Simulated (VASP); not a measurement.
Input of a VASP 6.6.1 run:

File INCAR:

```
SYSTEM = Cd3In3O2
ALGO = Normal
EDIFF = 1E-7
ENCUT = 520
GGA = PE
ISIF = 2
ISMEAR = 0
LASPH = .True.
LCHARG = .False.
LREAL = .False.
LWAVE = .False.
NBANDS = 54
NELM = 80
PREC = Accurate
SIGMA = 0.2
```

KPOINTS

```
k-points
0
Gamma
  6 6 2
  0 0 0
```

File POSCAR:

```
Cd3In3O2
1.0
    3.3423239849      0.0000000000      0.0000000000
   -1.6711619924      2.8945374786      0.0000000000
    0.0000000000      0.0000000000     17.1418363172
Cd In O
3 3 2
Direct
    0.3333333333      0.6666666667      0.1939896898
    0.6666666667      0.3333333333      0.8060103102
    0.0000000000      1.0000000000      0.5000000000
    0.0000000000      0.0000000000      0.0000000000
    0.3333333333      0.6666666667      0.6562155273
    0.6666666667      0.3333333333      0.3437844727
    0.3333333333      0.6666666667      0.0640771770
    0.6666666667      0.3333333333      0.9359228230
```

Potentials or basis: VASP PAW PBE potentials, release 64 (Cd, In_d, O).

Run with:

```bash
$ cat potpaw_PBE.64/Cd/POTCAR potpaw_PBE.64/In_d/POTCAR potpaw_PBE.64/O/POTCAR > POTCAR
$ mpirun -np 1 vasp_std > vasp.out
```

What does it give for the largest force?

0.094 eV/Å.

Predict the band gap on the k mesh.

zero (an odd number of electrons rules out a gap without spin polarisation).

Forces on the atoms (eV/Å):
```
Cd   0.000  0.000  0.094
Cd   0.000  0.000 -0.094
Cd   0.000  0.000  0.000
In   0.000  0.000  0.000
In   0.000  0.000  0.024
In   0.000  0.000 -0.024
O    0.000  0.000 -0.079
O    0.000  0.000  0.079
```

Caveat: the k points lie up to 0.36 Å⁻¹ apart, too coarse for converged energies and pressures of a metal; spin-orbit coupling is left out, which moves the levels of the heavy elements.
